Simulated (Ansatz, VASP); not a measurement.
**One calculation of Ag, two programs**

The input INCAR:

```
  ALGO = Normal
  EDIFF = 1E-6
  ENCUT = 520
  GGA = RP
  ISIF = 2
  ISMEAR = -1
  LASPH = T
  LCHARG = T
  LELF = T
  LREAL = F
  LVHAR = T
  LWAVE = F
  NBANDS = 12
  NELM = 80
  PREC = Accurate
  SIGMA = 0.1
```

The input KPOINTS:

```
k-points
0
Gamma
  15 15 15
```

POSCAR

```
Ag
1.0
   -1.6320477232      1.6320477232      1.6320477232
    1.6320477232     -1.6320477232      1.6320477232
    1.6320477232      1.6320477232     -1.6320477232
Ag
1
Direct
    0.0000000000      0.0000000000      0.0000000000
```

Input for Ansatz:

```yaml
crystal:
  lattice:
    - [-1.6320477232, 1.6320477232, 1.6320477232]
    - [1.6320477232, -1.6320477232, 1.6320477232]
    - [1.6320477232, 1.6320477232, -1.6320477232]
  atoms:
    - { symbol: Ag, position: [0.0, 0.0, 0.0] }
hamiltonian:
  xc: rpbe
  pseudopotentials:
    kind: paw
    azcp:
      Ag: "pseudopotentials/Ag.paw.azcp"
basis:
  ecutwfc: 420
  fft_grid_basis: typed
kpoints:
  mp_grid: { grid: [15, 15, 15], shift: [0, 0, 0] }
magnetization:
  spin_polarized: false
scf:
  occupations: { method: fermi_dirac, width: 0.1 }
  lower_state_search: "off"
output:
  stress: true
```

Alike in both runs: task single point; functional RPBE; k mesh 15 × 15 × 15; occupations fermi-dirac, width 0.1 eV; no spin polarisation.

|  | VASP | Ansatz |
| --- | --- | --- |
| version | VASP 6.6.1 | Ansatz 0.2.0 |
| potentials or method | VASP PAW PBE potentials, release 64 (Ag), cutoff 520 eV | plane waves (420 eV) with PAW, scalar-relativistic |
| valence electrons in the cell | 11 | 19 |

Ansatz gave:

- pressure (GPa): 7.3

Task: What did VASP give for the same quantities?

Result: Pressure (GPa): 7.1.

VASP's potentials were made for PBE, not for RPBE. VASP's potentials hold 11 valence electrons a cell and Ansatz's 19, so a difference there can come from the potentials and not from the codes.
